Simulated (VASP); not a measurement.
# Ru (Fm-3m) in VASP: further runs, part 2 of 3

VASP 6.6.1.

## Step 4: Single point, BLYP (volume scaled by 0.92)

File INCAR:

```
SYSTEM = Ru
PREC = Accurate ; ENCUT = 520
EDIFF = 1E-7 ; ISMEAR = -1
SIGMA = 0.1 ; LREAL = .FALSE.
LASPH = .TRUE. ; NELM = 100
ALGO = Normal ; ISIF = 2
LWAVE = .FALSE. ; LCHARG = .FALSE.
GGA = B5 ; ALDAX = 1.0
AGGAX = 1.0 ; AGGAC = 1.0
ALDAC = 0.0 ; NBANDS = 13
```

File KPOINTS:

```
Automatic mesh
0
G
  16 16 16
  0 0 0
```

File POSCAR:

```
Ru
1.0
    0.0000000000      1.8828792561      1.8828792561
    1.8828792561      0.0000000000      1.8828792561
    1.8828792561      1.8828792561      0.0000000000
Ru
1
Direct
    0.0000000000      0.0000000000      0.0000000000
```

Potentials or basis: VASP PAW PBE potentials, release 64 (Ru_pv).

Command:

```
> cat potpaw_PBE.64/Ru_pv/POTCAR > POTCAR
> mpirun -np 1 vasp_std > vasp.out
```

OUTCAR:

```text
SYSTEM = Ru
   PREC = Accurate
   ENCUT = 520
   EDIFF = 1E-7
   ISMEAR = -1
   LREAL = .FALSE.
   LASPH = .TRUE.
   NELM = 100
   ISIF = 2
   GGA = B5

 ion  position               nearest neighbor table
   1  0.000  0.000  0.000-

  LATTYP: Found a face centered cubic cell.
 ALAT       =     3.7657585122

  Lattice vectors:

 A1 = (   0.0000000000,   1.8828792561,   1.8828792561)
 A2 = (   1.8828792561,   0.0000000000,   1.8828792561)
 A3 = (   1.8828792561,   1.8828792561,   0.0000000000)

Analysis of symmetry for initial positions (statically):
=====================================================================
 Subroutine PRICEL returns:
 Original cell was already a primitive cell.

 Routine SETGRP: Setting up the symmetry group for a
 face centered cubic supercell.

 Subroutine GETGRP returns: Found 48 space group operations
 (whereof 48 operations were pure point group operations)
 out of a pool of 48 trial point group operations.

The static configuration has the point symmetry O_h .

Analysis of symmetry for dynamics (positions and initial velocities):
=====================================================================
 Subroutine PRICEL returns:
 Original cell was already a primitive cell.

 Routine SETGRP: Setting up the symmetry group for a
 face centered cubic supercell.

 Subroutine GETGRP returns: Found 48 space group operations
 (whereof 48 operations were pure point group operations)
 out of a pool of 48 trial point group operations.

The dynamic configuration has the point symmetry O_h .

 Subroutine INISYM returns: Found 48 space group operations
 (whereof 48 operations are pure point group operations),
 and found     1 'primitive' translations

----------------------------------------------------------------------------------------

                                     Primitive cell

  volume of cell :      13.3505

  direct lattice vectors                    reciprocal lattice vectors
     0.000000000  1.882879256  1.882879256    -0.265550751  0.265550751  0.265550751
     1.882879256  0.000000000  1.882879256     0.265550751 -0.265550751  0.265550751
     1.882879256  1.882879256  0.000000000     0.265550751  0.265550751 -0.265550751

  length of vectors
     2.662793380  2.662793380  2.662793380     0.459947392  0.459947392  0.459947392

  position of ions in fractional coordinates (direct lattice)
     0.000000000  0.000000000  0.000000000

  ion indices of the primitive-cell ions
   primitive index   ion index
                 1           1

----------------------------------------------------------------------------------------

 KPOINTS: Automatic mesh

Automatic generation of k-mesh.
 Grid dimensions read from file:
 generate k-points for:   16   16   16

 Generating k-lattice:

  Cartesian coordinates                     Fractional coordinates (reciprocal lattice)
    -0.016596922  0.016596922  0.016596922     0.062500000  0.000000000  0.000000000
     0.016596922 -0.016596922  0.016596922     0.000000000  0.062500000  0.000000000
     0.016596922  0.016596922 -0.016596922     0.000000000  0.000000000  0.062500000

  Length of vectors
     0.028746712  0.028746712  0.028746712

  Shift w.r.t. Gamma in fractional coordinates (k-lattice)
     0.000000000  0.000000000  0.000000000

 Subroutine IBZKPT returns following result:
 ===========================================

 Found    145 irreducible k-points:

 Following reciprocal coordinates:
            Coordinates               Weight
  0.000000  0.000000  0.000000      1.000000
  0.062500  0.000000  0.000000      8.000000
  0.125000  0.000000  0.000000      8.000000
  0.187500  0.000000  0.000000      8.000000
  0.250000  0.000000  0.000000      8.000000
  0.312500  0.000000  0.000000      8.000000
[... 16 lines left out ...]
 -0.125000  0.062500  0.000000     24.000000
 -0.062500  0.062500  0.000000     12.000000
 [... further k-points ...]
   k-points           NKPTS =    145   k-points in BZ     NKDIM =    145   number of bands    NBANDS=     13
   number of dos      NEDOS =    301   number of ions     NIONS =      1
   total plane-waves  NPLWV =   8000
   dimension x,y,z NGX =    20 NGY =   20 NGZ =   20
   dimension x,y,z NGXF=    40 NGYF=   40 NGZF=   40
   ions per type =               1
   NGX,Y,Z   is equivalent  to a cutoff of  12.49, 12.49, 12.49 a.u.
   NGXF,Y,Z  is equivalent  to a cutoff of  24.97, 24.97, 24.97 a.u.
 SYSTEM =  Ru
   PREC   = accura    normal or accurate (medium, high low for compatibility)
   ISTART =      0    job   : 0-new  1-cont  2-samecut
   ICHARG =      2    charge: 1-file 2-atom 10-const
   ISPIN  =      1    spin polarized calculation?
   LNONCOLLINEAR =      F non collinear calculations
   LSORBIT =      F    spin-orbit coupling
   LASPH  =      T    aspherical Exc in radial PAW
   ENCUT  =  520.0 eV  38.22 Ry    6.18 a.u.   4.95  4.95  4.95*2*pi/ulx,y,z
   NELM   =    100;   NELMIN=  2; NELMDL= -5     # of ELM steps
   EDIFF  = 0.1E-06   stopping-criterion for ELM
   LREAL  =      F    real-space projection
   EDIFFG = 0.1E-05   stopping-criterion for IOM
   NSW    =      0    number of steps for IOM
   IBRION =     -1    ionic relax: 0-MD 1-quasi-New 2-CG
   NFREE  =      0    steps in history (QN), initial steepest desc. (CG)
   ISIF   =      2    stress and relaxation
   ISYM   =      2    0-nonsym 1-usesym 2-fastsym
   POTIM  = 0.5000    time-step for ionic-motion
   TEBEG  =    0.0;   TEEND  =   0.0 temperature during run
   PSTRESS=    0.0 pullay stress
   NELECT =      14.0000    total number of electrons
   NUPDOWN=      -1.0000    fix difference up-down
   EMIN   =  10.00;   EMAX   =-10.00  energy-range for DOS
   EFERMI =   0.00;   METHOD = LEGACY
   ISMEAR =    -1;   SIGMA  =   0.10  broadening in eV -4-tet -1-fermi 0-gaus
   EFERMI_NEDOS =   21; number of points for ismear=-14 and -15
   IALGO  =     38    algorithm
   IMIX   =      4    mixing-type and parameters
     AMIX     =   0.40;   BMIX     =  1.00
     AMIX_MAG =   1.60;   BMIX_MAG =  1.00
  volume/ion in A,a.u.               =      13.35        90.09
  Fermi-wavevector in a.u.,A,eV,Ry     =   1.663228  3.143045 37.638155  2.766326
  Thomas-Fermi vector in A             =   2.749981
   LORBIT       =      0    0 simple, 1 ext, 2 COOP (PROOUT), +10 PAW based schemes
   GGA     = B5    functional components
   LHFCALC =     F    Hartree Fock is set to
   AEXX    =    0.0000 exact exchange contribution
   IVDW    =     0    specifies the selected vdW correction
   LEPSILON=     F    determine dielectric tensor
   LRPA    =     F    only Hartree local field effects (RPA)
 non-spin polarized calculation
  energy-cutoff  :      520.00
  volume of cell :       13.35
 maximum number of plane-waves:       370
   NGX =  9   NGY =  9   NGZ =  9

 number of electron      14.0000006 magnetization

 Free energy of the ion-electron system (eV)
  ---------------------------------------------------
  ext. energy  EPLUGINS =         0.00000000
  ---------------------------------------------------
  free energy    TOTEN  =        -7.74489200 eV

  energy without entropy =       -7.70979144  energy(sigma->0) =       -7.72734172

 E-fermi :  13.6405     XC(G=0): -13.5491

 val. band max:       13.6184968446   @ k =   0.2500   0.0000   0.0000
 cond. band min:      13.6430806349   @ k =  -0.2500   0.2500   0.0625
 fundamental gap:      0.0245837903
 Fermi energy:        13.6404940905

 k-point     1 :       0.0000    0.0000    0.0000
  band No.  band energies     occupation
      1     -28.6774      2.00000
      2     -28.6774      2.00000
      3     -28.6774      2.00000
      4       5.8344      2.00000
      5      10.9488      2.00000
      6      10.9488      2.00000
      7      10.9488      2.00000
      8      13.4437      1.75475
      9      13.4437      1.75475
     10      23.8435      0.00000
     11      28.9298      0.00000
     12      34.6727      0.00000
     13      34.6727      0.00000

 k-point     2 :       0.0625    0.0000    0.0000
  band No.  band energies     occupation
      1     -28.7231      2.00000
      2     -28.6833      2.00000
      3     -28.6833      2.00000
      4       6.0050      2.00000
      5      10.8626      2.00000
      6      11.0207      2.00000
      7      11.0207      2.00000
      8      13.3979      1.83753
      9      13.3979      1.83753
     10      23.8435      0.00000
     11      29.2168      0.00000
[... 339 lines left out ...]
 k-point    24 :      -0.0625    0.0625    0.0000
  band No.  band energies     occupation
      1     -28.7871      2.00000
      2     -28.7099      2.00000
      3     -28.6854      2.00000
      4       6.2797      2.00000
      5      10.7028      2.00000
      6      11.1187      2.00000
      7      11.1777      2.00000
      8      13.2029      1.97517
      9      13.4681      1.69729
     10      23.8435      0.00000
     11      29.6701      0.00000
     12      33.1628      0.00000
     13      34.8981      0.00000

 [... further k-points ...]
[... 5 lines left out ...]
  --------------------------------------------------------------------------------------
  -------------------------------------------------------------------------------------
  Total        2.3036437      2.3036437      2.3036437      0.0000000      0.0000000     -0.0000000
  in kB      276.4575712    276.4575712    276.4575712      0.0000000      0.0000000     -0.0000000
  external PRESSURE =     276.4575712 kB  Pullay stress =       0.0000000 kB

 VOLUME and BASIS-vectors are now :
 -----------------------------------------------------------------------------
  energy-cutoff  :      520.00
  volume of cell :       13.35
      direct lattice vectors                 reciprocal lattice vectors
     0.000000000  1.882879256  1.882879256    -0.265550751  0.265550751  0.265550751
     1.882879256  0.000000000  1.882879256     0.265550751 -0.265550751  0.265550751
     1.882879256  1.882879256  0.000000000     0.265550751  0.265550751 -0.265550751

 POSITION                                       TOTAL-FORCE (eV/Angst)
 -----------------------------------------------------------------------------------
      0.00000      0.00000      0.00000        -0.000000     -0.000000      0.000000
 -----------------------------------------------------------------------------------
    total drift:                                0.000000     -0.000000      0.000000

  FREE ENERGIE OF THE ION-ELECTRON SYSTEM (eV)
  ---------------------------------------------------
  free  energy   TOTEN  =        -7.7448920017 eV

  energy  without entropy=       -7.7097914371  energy(sigma->0) =       -7.72734172
```

OSZICAR:

```text
N       E                     dE             d eps       ncg     rms          rms(c)
DAV:   1     0.108189996789E+03    0.10819E+03   -0.83546E+03  3786   0.115E+03
DAV:   2    -0.706063433873E+01   -0.11525E+03   -0.11048E+03  4085   0.327E+02
DAV:   3    -0.830243947149E+01   -0.12418E+01   -0.12379E+01  4185   0.374E+01
DAV:   4    -0.830591901811E+01   -0.34795E-02   -0.34795E-02  4160   0.213E+00
DAV:   5    -0.830594174833E+01   -0.22730E-04   -0.22731E-04  4215   0.156E-01    0.125E+01
DAV:   6    -0.778556367238E+01    0.52038E+00   -0.82244E-01  3845   0.120E+01    0.368E+00
DAV:   7    -0.774861489836E+01    0.36949E-01   -0.58115E-02  4110   0.301E+00    0.100E+00
DAV:   8    -0.774498341335E+01    0.36315E-02   -0.48042E-03  3810   0.925E-01    0.979E-02
DAV:   9    -0.774488795774E+01    0.95456E-04   -0.55561E-05  4145   0.101E-01    0.178E-02
DAV:  10    -0.774489152791E+01   -0.35702E-05   -0.60222E-06  3975   0.318E-02    0.194E-03
DAV:  11    -0.774489179788E+01   -0.26996E-06   -0.30866E-07  4165   0.753E-03    0.665E-04
DAV:  12    -0.774489196871E+01   -0.17083E-06   -0.96530E-09  2015   0.103E-03    0.118E-04
DAV:  13    -0.774489200165E+01   -0.32946E-07   -0.54220E-10  1925   0.259E-04
   1 F= -.77448920E+01 E0= -.77273417E+01  d E =-.351006E-01
```

stdout:

```text
POSCAR found type information on POSCAR Ru
 POSCAR found :  1 types and       1 ions
 scaLAPACK will be used
 -----------------------------------------------------------------------------
|                                                                             |
|                                                                             |
|     You enforced a specific xc type in the INCAR file but a different       |
|     I HOPE YOU KNOW WHAT YOU ARE DOING!                                     |
|                                                                             |
 -----------------------------------------------------------------------------

 LDA part: xc-table for (Slater(with rela. corr.)+VWN5), standard interpolation
 POSCAR, INCAR and KPOINTS ok, starting setup
 FFT: planning ... GRIDC
 FFT: planning ... GRID_SOFT
 FFT: planning ... GRID
 WAVECAR not read
 entering main loop
```

Run time: 16 s. Hardware: 1 thread of Intel Xeon Platinum 8375C at 2.90GHz (Ice Lake), shared host; peak memory 0.14 GiB.

What came out:

* Free energy: -7.7449 eV
* Pressure: 27.6 GPa
* Band gap on the k mesh: zero (band 7 reaches 15.91 eV, above the bottom of band 8 at 12.23 eV)

Caveat: the PAW data sets were made with another functional, which shifts forces and pressure a little.

[end of part 2 of 3]
